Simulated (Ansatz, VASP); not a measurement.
## Two plane-wave programs on AlNi

```xyz
6
Lattice="4.0914 0.0000 0.0000 -2.0457 3.5433 0.0000 0.0000 0.0000 5.0110" Properties=species:S:1:pos:R:3 pbc="T T T"
Al    0.0000    0.0000    0.0000
Al    2.0457    1.1811    1.6703
Al    0.0000    2.3622    3.3406
Ni    0.0000    2.3622    0.8352
Ni    2.0457    3.5433    2.5055
Ni    2.0457    1.1811    4.1758
```

Alike in both runs: task single point; functional PBE; k mesh 12 × 12 × 8; occupations gaussian, width 0.1 eV; no spin polarisation.

|  | VASP | Ansatz |
| --- | --- | --- |
| version | VASP 6.6.1 | Ansatz 0.2.0 |
| potentials or method | VASP PAW PBE potentials, release 64 (Al, Ni), cutoff 520 eV | scalar-relativistic, plane waves, PAW |
| valence electrons in the cell | 39 | 63 |

```csv
,VASP,Ansatz,Ansatz less VASP
gap on the k mesh at the Fermi level (eV),none,none,-
pressure (GPa),0.0,0.0,-0.02
"traceless stress, the component that is largest in VASP (GPa)",0.04,0.08,+0.045
```

A gap of «none» marks a metal or a gap that the smearing closes. VASP's potentials hold 39 valence electrons a cell and Ansatz's 63, so a difference there can come from the potentials and not from the codes.
